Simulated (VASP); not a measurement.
# Ru: single point with PBEsol

The system is Ru.

```
Ru
1.0
     2.76150    0.00000    0.00000
    -1.38075    2.39153    0.00000
     0.00000    0.00000    4.25238
Ru
2
Direct
  0.36338 0.72677 0.25000
  0.63662 0.27323 0.75000
```

This cell differs from its parent crystal: atoms displaced along a vibrational mode, the cell strained.

| Item | Value |
| --- | --- |
| Program | VASP 6.6.1 |
| Task | single point |
| Functional | PBEsol |
| Potentials or basis | VASP PAW PBE potentials, release 64 (Ru_pv) |
| Cutoff | 520 eV |
| k mesh | 18 × 18 × 10 |
| Occupations | gaussian, width 0.15 eV |
| Spin | no spin polarisation |

| Quantity | Value |
| --- | --- |
| Pressure | -11.6 GPa |
| Largest force | 1.651 eV/Å |
| Band gap on the k mesh | zero (bands 14 and 15 overlap by 2.65 eV) |

Forces in eV/Å, atoms in the order of the input:
```
Ru   0.000 -1.651  0.000
Ru   0.000  1.651  0.000
```

Stress tensor (GPa, compression positive):
```
-20.10   0.00   0.00
  0.00 -13.16   0.00
  0.00   0.00  -1.44
```

Levels at points of the mesh, in eV from the Fermi level:
| k point | band 11 | band 12 | band 13 | band 14 | band 15 | band 16 | band 17 | band 18 |
| --- | --- | --- | --- | --- | --- | --- | --- | --- |
| (0.00, 0.00, 0.00) | -2.34 | -2.18 | -2.13 | -1.24 | -0.62 | 0.05 | 1.46 | 1.73 |
| (0.50, 0.00, 0.00) | -1.66 | -1.57 | -1.31 | 1.33 | 1.42 | 1.48 | 3.35 | 6.07 |
| (0.00, 0.50, 0.00) | -2.92 | -2.59 | -1.48 | 0.96 | 1.72 | 1.80 | 4.61 | 4.76 |
| (0.00, 0.00, 0.50) | -2.81 | -2.81 | -2.38 | -2.38 | 0.19 | 0.19 | 0.72 | 0.72 |
| (0.50, 0.00, 0.50) | -1.13 | -1.13 | 0.20 | 0.20 | 1.46 | 1.46 | 3.71 | 3.71 |
| (0.00, 0.50, 0.50) | -1.07 | -1.07 | 1.36 | 1.36 | 1.37 | 1.37 | 2.26 | 2.26 |

Wall time 11 min on 1 thread of AMD EPYC 7R43 64-Core Processor (Zen 3), with other jobs on the host, peak memory 0.3 GiB.

Caveat: the cell differs from its parent crystal (atoms displaced along a vibrational mode, the cell strained); the stress differs along the axes, from -20 to -1 GPa; the PAW data sets were made with another functional, which shifts forces and pressure a little.
